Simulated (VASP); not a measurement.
Here is a VASP 6.6.1 calculation.

The input INCAR:

```
  ALGO = Normal
  EDIFF = 1E-6
  ENCUT = 520
  GGA = PS
  ISIF = 2
  ISMEAR = -1
  LASPH = T
  LCHARG = F
  LREAL = F
  LWAVE = F
  NBANDS = 20
  NELM = 60
  PREC = Accurate
  SIGMA = 0.05
```

KPOINTS

```
k-points
0
Gamma
  17 17 9
```

File POSCAR:

```
Nb
1.0
    2.3275536482      0.0000000000      0.0000000000
   -1.1637768241      2.0157205880      0.0000000000
    0.0000000000      0.0000000000      3.9956956984
Nb
2
Direct
    0.3333333333      0.6666666667      0.2500000000
    0.6666666667      0.3333333333      0.7500000000
```

Potentials or basis: VASP PAW PBE potentials, release 64 (Nb_sv).

Command:

```console
$ cat potpaw_PBE.64/Nb_sv/POTCAR > POTCAR
$ mpirun -np 1 vasp_std > vasp.out
```

What does it give for the pressure?

364.8 GPa.

Predict the band gap on the k mesh.

zero (bands 13 and 14 overlap by 3.30 eV).

Caveat: the cell stands under pressure; the PAW data sets were made with another functional, which shifts forces and pressure a little.
